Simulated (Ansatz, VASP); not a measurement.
BP in VASP and in Ansatz

```
CELL_PARAMETERS angstrom
0.00000 2.20093 2.26900
2.26900 0.00000 2.26900
2.26900 2.20093 0.00000
ATOMIC_POSITIONS crystal
B 0.00000 0.00000 0.00000
P 0.75000 0.75000 0.75000
```

Change from the starting cell: strain -0.0300 x Voigt [0, 1, 0, 0, 0, 0], atoms carried along.

Alike in both runs: task single point; functional r2SCAN; k mesh 10 × 10 × 10; occupations gaussian, width 0.05 eV; no spin polarisation.

|  | VASP | Ansatz |
| --- | --- | --- |
| version | VASP 6.6.1 | Ansatz 0.2.0 |
| potentials or method | VASP PAW PBE potentials, release 64 (B, P), cutoff 520 eV | scalar-relativistic, plane waves, PAW |
| valence electrons in the cell | 8 | 8 |

|  | VASP | Ansatz | Ansatz less VASP |
| --- | --- | --- | --- |
| gap on the k mesh at the Fermi level (eV) | 0.92 | 0.89 | -0.028 |
| least direct gap on the mesh (eV) | 3.36 | 3.32 | -0.039 |
| pressure (GPa) | 4.7 | 5.3 | +0.54 |
| traceless stress, the component that is largest in VASP (GPa) | 5.77 | 5.75 | -0.027 |

VASP's potentials were made for PBE, not for r2SCAN.
